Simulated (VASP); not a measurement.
# P (P6_3/mmc) in VASP: relaxation of cell and atoms with PBE

Aim: the relaxation of cell and atoms of P with PBE.

Everything below comes from runs of VASP 6.6.1. Logs are shortened: lines on timing, memory, paths and dates and some standing lists are left out, and cuts for length are marked.

## (1) The cell of the first run

It takes space group P6_3/mmc (No. 194, hexagonal). Conventional cell: a = 8.896 Å, b = 8.896 Å, c = 3.558 Å, α = 90.00°, β = 90.00°, γ = 120.00°. Within 2.7 Å of P (site symmetry mm2) lie 3 P at 2.05 Å. P (site symmetry -6m2) has 3 P at 2.05 Å within 2.7 Å.

The cell was built from a structure type or drawn by symmetry, and may not be a known phase.

## (2) Relaxation of cell and atoms, PBE

The input, INCAR:

```
SYSTEM = P
PREC     = Accurate       ! precision mode
ENCUT    = 600            ! plane-wave cutoff, eV
EDIFF    = 1E-6           ! SCF threshold, eV
ISMEAR   = 0              ! smearing method
SIGMA    = 0.1            ! smearing width, eV
LREAL    = .False.        ! projectors in reciprocal space
LASPH    = .True.         ! aspherical terms in the spheres
NELM     = 60             ! most SCF steps
ALGO     = Normal         ! electronic algorithm
ISIF     = 3              ! what is computed and relaxed
LWAVE    = .False.        ! write WAVECAR
LCHARG   = .False.        ! write CHGCAR
GGA      = PE             ! functional
IBRION   = 2              ! ionic algorithm
NSW      = 90             ! ionic steps
EDIFFG   = -0.04          ! ionic threshold
```

The input, KPOINTS:

```
Automatic mesh
0
Gamma
  3 3 6
  0 0 0
```

The input, POSCAR:

```
P
1.0
    8.8958123700      0.0000000000      0.0000000000
   -4.4479061900      7.7039995000      0.0000000000
    0.0000000000      0.0000000000      3.5583255600
P
8
Direct
    0.5333333200      0.0666666400      0.2500000000
    0.9333333600      0.4666666800      0.2500000000
    0.5333333200      0.4666666800      0.2500000000
    0.4666666800      0.9333333600      0.7500000000
    0.0666666400      0.5333333200      0.7500000000
    0.4666666800      0.5333333200      0.7500000000
    0.3333333300      0.6666666700      0.7500000000
    0.6666666700      0.3333333300      0.2500000000
```

Potentials or basis: VASP PAW PBE potentials, release 64 (P).

The run is started by

```console
> cat potpaw_PBE.64/P/POTCAR > POTCAR
> mpirun -np 1 vasp_std > vasp.out
```

OUTCAR:

```text
SYSTEM = P
   PREC = Accurate
   ENCUT = 600
   EDIFF = 1E-6
   ISMEAR = 0
   LREAL = .False.
   LASPH = .True.
   NELM = 60
   ISIF = 3
   GGA = PE
   IBRION = 2
   NSW = 90
   EDIFFG = -0.04

 ion  position               nearest neighbor table
   1  0.533  0.067  0.250-   4 2.05   4 2.05   8 2.05
   2  0.933  0.467  0.250-   5 2.05   5 2.05   8 2.05
   3  0.533  0.467  0.250-   6 2.05   6 2.05   8 2.05
   4  0.467  0.933  0.750-   1 2.05   1 2.05   7 2.05
   5  0.067  0.533  0.750-   2 2.05   2 2.05   7 2.05
   6  0.467  0.533  0.750-   3 2.05   3 2.05   7 2.05
   7  0.333  0.667  0.750-   5 2.05   4 2.05   6 2.05
   8  0.667  0.333  0.250-   2 2.05   1 2.05   3 2.05

  LATTYP: Found a hexagonal cell.
 ALAT       =     8.8958123700
 C/A-ratio  =     0.4000000688

  Lattice vectors:

 A1 = (   8.8958123700,   0.0000000000,   0.0000000000)
 A2 = (  -4.4479061900,   7.7039995000,   0.0000000000)
 A3 = (   0.0000000000,   0.0000000000,   3.5583255600)

Analysis of symmetry for initial positions (statically):
=====================================================================
 Subroutine PRICEL returns:
 Original cell was already a primitive cell.

 Routine SETGRP: Setting up the symmetry group for a
 hexagonal supercell.

 Subroutine GETGRP returns: Found 24 space group operations
 (whereof 12 operations were pure point group operations)
 out of a pool of 24 trial point group operations.

The static configuration has the point symmetry D_3d.
 The point group associated with its full space group is D_6h.

Analysis of symmetry for dynamics (positions and initial velocities):
=====================================================================
 Subroutine PRICEL returns:
 Original cell was already a primitive cell.

 Routine SETGRP: Setting up the symmetry group for a
 hexagonal supercell.

 Subroutine GETGRP returns: Found 24 space group operations
 (whereof 12 operations were pure point group operations)
 out of a pool of 24 trial point group operations.

The dynamic configuration has the point symmetry D_3d.
 The point group associated with its full space group is D_6h.

 Subroutine INISYM returns: Found 24 space group operations
 (whereof 12 operations are pure point group operations),
 and found     1 'primitive' translations

----------------------------------------------------------------------------------------

                                     Primitive cell

  volume of cell :     243.8639
[... 91 lines left out ...]
   NSW    =     90    number of steps for IOM
   IBRION =      2    ionic relax: 0-MD 1-quasi-New 2-CG
   NFREE  =      1    steps in history (QN), initial steepest desc. (CG)
   ISIF   =      3    stress and relaxation
   ISYM   =      2    0-nonsym 1-usesym 2-fastsym
   POTIM  = 0.5000    time-step for ionic-motion
   TEBEG  =    0.0;   TEEND  =   0.0 temperature during run
   PSTRESS=    0.0 pullay stress
   NELECT =      40.0000    total number of electrons
   NUPDOWN=      -1.0000    fix difference up-down
   EMIN   =  10.00;   EMAX   =-10.00  energy-range for DOS
   EFERMI =   0.00;   METHOD = LEGACY
   ISMEAR =     0;   SIGMA  =   0.10  broadening in eV -4-tet -1-fermi 0-gaus
   EFERMI_NEDOS =   21; number of points for ismear=-14 and -15
   IALGO  =     38    algorithm
   IMIX   =      4    mixing-type and parameters
     AMIX     =   0.40;   BMIX     =  1.00
     AMIX_MAG =   1.60;   BMIX_MAG =  1.00
  volume/ion in A,a.u.               =      30.48       205.71
  Fermi-wavevector in a.u.,A,eV,Ry     =   0.896146  1.693471 10.926545  0.803078
  Thomas-Fermi vector in A             =   2.018568
   LORBIT       =      0    0 simple, 1 ext, 2 COOP (PROOUT), +10 PAW based schemes
   GGA     = PE    functional components
   LHFCALC =     F    Hartree Fock is set to
   AEXX    =    0.0000 exact exchange contribution
   IVDW    =     0    specifies the selected vdW correction
   LEPSILON=     F    determine dielectric tensor
   LRPA    =     F    only Hartree local field effects (RPA)
 conjugate gradient relaxation of ions
 non-spin polarized calculation
 Gauss-broadening in eV      SIGMA  =   0.10
  energy-cutoff  :      600.00
  volume of cell :      243.86
 maximum number of plane-waves:      8186
 NGX is ok and might be reduce to    72
   NGX = 35   NGY = 35   NGZ = 15

--------------------------------------- Ionic step        1  -------------------------------------------

 number of electron      39.9999998 magnetization

 Free energy of the ion-electron system (eV)
  ---------------------------------------------------
  ext. energy  EPLUGINS =         0.00000000
  ---------------------------------------------------
  free energy    TOTEN  =       -36.19062309 eV

  energy without entropy =      -36.14470346  energy(sigma->0) =      -36.16766328

------------------------ aborting loop because EDIFF is reached ----------------------------------------

  FORCE on cell =-STRESS in cart. coord.  units (eV):
  Direction    XX          YY          ZZ          XY          YZ          ZX
  --------------------------------------------------------------------------------------
  -------------------------------------------------------------------------------------
  Total       11.9218746     11.9218746     20.6952021     -0.0000000      0.0000000      0.0000000
  in kB       78.3262960     78.3262960    135.9667492     -0.0000001      0.0000000      0.0000000
  external PRESSURE =      97.5397804 kB  Pullay stress =       0.0000000 kB
[... 107 lines left out ...]
  FREE ENERGIE OF THE ION-ELECTRON SYSTEM (eV)
  ---------------------------------------------------
  free  energy   TOTEN  =       -37.8760854898 eV

  energy  without entropy=      -37.8590128198  energy(sigma->0) =      -37.86754915

[... ionic steps 4 to 27 ...]

--------------------------------------- Ionic step       28  -------------------------------------------

 number of electron      40.0000009 magnetization

------------------------ aborting loop because EDIFF is reached ----------------------------------------
[... 79 lines left out ...]
--------------------------------------- Ionic step       30  -------------------------------------------

 number of electron      40.0000009 magnetization

 Free energy of the ion-electron system (eV)
  ---------------------------------------------------
  ext. energy  EPLUGINS =         0.00000000
  ---------------------------------------------------
  free energy    TOTEN  =       -38.98043975 eV

  energy without entropy =      -38.95428296  energy(sigma->0) =      -38.96736135

 E-fermi :   1.5224     XC(G=0):  -6.7917

 val. band max:        1.3754136240   @ k =   0.3333   0.3333   0.1667
 cond. band min:       1.5277012354   @ k =   0.3333   0.0000   0.1667
 fundamental gap:      0.1522876115
 Fermi energy:         1.5223586788

 k-point     1 :       0.0000    0.0000    0.0000
  band No.  band energies     occupation
      1     -13.3630      2.00000
      2     -11.9214      2.00000
      3     -11.9214      2.00000
      4     -11.5653      2.00000
      5      -7.5945      2.00000
      6      -7.2364      2.00000
[... 360 lines left out ...]
  FREE ENERGIE OF THE ION-ELECTRON SYSTEM (eV)
  ---------------------------------------------------
  free  energy   TOTEN  =       -38.9804397515 eV

  energy  without entropy=      -38.9542829554  energy(sigma->0) =      -38.96736135

 reached required accuracy - stopping structural energy minimisation
```

Wall time 35 min (1 thread of Intel Xeon Platinum 8375C at 2.90GHz (Ice Lake), shared host); peak memory 0.4 GiB.

Results:

| Quantity | Value |
| --- | --- |
| Free energy | -38.9804 eV |
| Relaxed volume | 32.97 Å³/atom |
| Relaxed cell | a = 8.456 Å, b = 8.456 Å, c = 4.259 Å, α = 90.00°, β = 90.00°, γ = 120.00° |
| Space group after relaxing (to 0.1 Å) | P6_3/mmc (No. 194) |
| Energy gained by relaxing | 348.7 meV/atom |
| Ionic steps | 30 |
| Pressure after relaxing | -0.1 GPa |
| Largest force after relaxing | 0.011 eV/Å |
| Band gap on the k mesh | zero (bands 20 and 21 overlap by 0.43 eV) |

Forces on the atoms (eV/Å):
```
P    0.000 -0.011  0.000
P    0.009  0.005  0.000
P   -0.009  0.005  0.000
P    0.000  0.011  0.000
P   -0.009 -0.005  0.000
P    0.009 -0.005  0.000
P    0.000  0.000  0.000
P    0.000  0.000  0.000
```

Step by step:
| step | energy change (eV) | largest force (eV/Å) | pressure (GPa) | volume (Å³) |
| --- | --- | --- | --- | --- |
| 1 | 0.0000 | 0.5988 | 9.75 | 243.86 |
| 2 | -1.6546 | 0.4317 | -0.74 | 315.16 |
| 3 | -1.6855 | 0.3329 | 0.23 | 303.88 |
| 4 | -1.6858 | 0.3459 | 0.11 | 305.17 |
| 5 | -1.7066 | 0.0933 | -0.08 | 307.12 |
| 6 | -1.7077 | 0.0209 | -0.13 | 307.71 |
| 7 | -1.7335 | 0.0765 | -0.18 | 307.31 |
| 8 | -1.8924 | 0.2888 | -0.39 | 305.92 |
| 9 | -2.2646 | 0.2190 | -2.26 | 302.32 |
| 10 | -2.2165 | 0.0133 | -3.05 | 292.03 |
| 11 | -2.3706 | 0.0608 | -3.25 | 297.38 |
| 12 | -2.3734 | 0.0850 | -2.96 | 299.99 |
| 13 | -2.3835 | 0.0383 | -3.07 | 299.35 |
| 14 | -2.3855 | 0.0331 | -3.08 | 299.19 |
| 15 | -2.3904 | 0.0189 | -3.10 | 298.73 |
| 16 | -2.3966 | 0.0059 | -3.13 | 297.81 |
| 17 | -2.3954 | 0.0372 | -3.15 | 295.92 |
| 18 | -2.3982 | 0.0192 | -3.14 | 297.13 |
| 19 | -2.4067 | 0.0157 | -3.12 | 296.68 |
| 20 | -2.4319 | 0.0046 | -3.03 | 295.36 |
| 21 | -2.4800 | 0.0180 | -2.85 | 292.72 |
| 22 | -2.5667 | 0.0681 | -2.46 | 287.50 |
| 23 | -2.6967 | 0.2040 | -1.46 | 277.24 |
| 24 | -2.7295 | 0.5795 | 1.49 | 257.45 |
| 25 | -2.7574 | 0.4131 | 0.10 | 265.66 |
| 26 | -2.7725 | 0.3071 | 0.07 | 265.19 |
| 27 | -2.7864 | 0.0785 | 0.04 | 264.11 |
| 28 | -2.7876 | 0.0589 | -0.01 | 264.17 |
| 29 | -2.7892 | 0.0013 | -0.17 | 264.36 |
| 30 | -2.7898 | 0.0106 | -0.09 | 263.74 |

Final structure:
```cif
data_structure
_symmetry_space_group_name_H-M 'P 1'
_symmetry_Int_Tables_number 1
_cell_length_a 8.4564
_cell_length_b 8.4564
_cell_length_c 4.2587
_cell_angle_alpha 90.000
_cell_angle_beta 90.000
_cell_angle_gamma 120.000
_cell_volume 263.74
loop_
_atom_site_label
_atom_site_type_symbol
_atom_site_fract_x
_atom_site_fract_y
_atom_site_fract_z
_atom_site_occupancy
P1 P 0.52188 0.04375 0.25000 1
P2 P 0.95625 0.47812 0.25000 1
P3 P 0.52188 0.47812 0.25000 1
P4 P 0.47812 0.95625 0.75000 1
P5 P 0.04375 0.52188 0.75000 1
P6 P 0.47812 0.52188 0.75000 1
P7 P 0.33333 0.66667 0.75000 1
P8 P 0.66667 0.33333 0.25000 1
```

Levels at points of the mesh, in eV from the Fermi level:
| k point | band 16 | band 17 | band 18 | band 19 | band 20 | band 21 | band 22 | band 23 | band 24 | band 25 |
| --- | --- | --- | --- | --- | --- | --- | --- | --- | --- | --- |
| (0.00, 0.00, 0.00) | -2.65 | -2.59 | -2.59 | -2.10 | 0.08 | 0.64 | 0.64 | 0.83 | 2.31 | 2.32 |
| (0.00, 0.00, 0.50) | -1.95 | -1.95 | -1.95 | -0.95 | -0.95 | 2.60 | 2.60 | 2.68 | 2.68 | 2.68 |

Caveat: a cell axis changed by over 15 % at a fixed basis, so the end point is rough.
